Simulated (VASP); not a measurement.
Wanted: the native input for a VASP 6.6.1 run.

```
Task                               : single point
Functional                         : PBE-based global hybrid with 35 % exact exchange
Potentials or basis                : VASP PAW PBE potentials, release 64 (Zr_sv, O)
Cutoff                             : 520 eV
k mesh                             : 4 × 4 × 4
Occupations                        : gaussian, width 0.01 eV
Spin                               : no spin polarisation
Dipole correction                  : no
Grid for exact exchange (PRECFOCK) : Normal
Share of exact exchange            : 0.35
Further INCAR settings             : ALGO = Normal; EDIFF = 1e-06; NBANDS = 19
```

The system is ZrO2.

```xyz
3
Lattice="0.0000 2.5350 2.5350 2.5350 0.0000 2.5350 2.5350 2.5350 0.0000" Properties=species:S:1:pos:R:3 pbc="T T T"
Zr    0.0000    0.0000    0.0000
O     1.2675    1.2675    1.2675
O     3.8025    3.8025    3.8025
```

The input as run:

POSCAR

```
ZrO2
1.0
    0.0000000000      2.5350000000      2.5350000000
    2.5350000000      0.0000000000      2.5350000000
    2.5350000000      2.5350000000      0.0000000000
Zr O
1 2
Direct
    0.0000000000      0.0000000000      0.0000000000
    0.2500000000      0.2500000000      0.2500000000
    0.7500000000      0.7500000000      0.7500000000
```

INCAR.step1

```
SYSTEM = ZrO2
  ALGO = Normal
  EDIFF = 1E-5
  ENCUT = 520
  GGA = PE
  GGA_COMPAT = .FALSE.
  ISIF = 2
  ISMEAR = 0
  LASPH = .TRUE.
  LREAL = .FALSE.
  LWAVE = .TRUE.
  NBANDS = 19
  NELM = 120
  PREC = Accurate
  SIGMA = 0.01
```

INCAR.step2

```
SYSTEM = ZrO2
  AEXX = 0.35
  ALGO = Normal
  EDIFF = 1E-6
  ENCUT = 520
  GGA = PE
  GGA_COMPAT = .FALSE.
  ISIF = 2
  ISMEAR = 0
  ISTART = 1
  LASPH = .TRUE.
  LCHARG = .TRUE.
  LELF = .TRUE.
  LHFCALC = .TRUE.
  LREAL = .FALSE.
  LVHAR = .TRUE.
  LWAVE = .FALSE.
  NBANDS = 19
  NELM = 120
  PREC = Accurate
  PRECFOCK = Normal
  SIGMA = 0.01
```

KPOINTS

```
k-points
0
G
  4 4 4
  0 0 0
```

Potentials or basis: VASP PAW PBE potentials, release 64 (Zr_sv, O).

Command:

```bash
$ cat potpaw_PBE.64/Zr_sv/POTCAR potpaw_PBE.64/O/POTCAR > POTCAR
$ cp INCAR.step1 INCAR
$ mpirun -np 1 vasp_std > vasp.out
$ cp INCAR.step2 INCAR
$ mpirun -np 1 vasp_std > vasp.out
```

It gave:

```json
{
  "Pressure": "-2.1 GPa",
  "Band gap on the k mesh": "6.80 eV (least direct gap 7.17 eV)"
}
```

Caveat: the k points lie up to 0.54 Å⁻¹ apart; the PAW data sets were made with another functional, which shifts forces and pressure a little.

It took 8.8 min on 1 thread of Intel Xeon 8259CL, with other jobs on the host, peak memory 0.17 GiB.
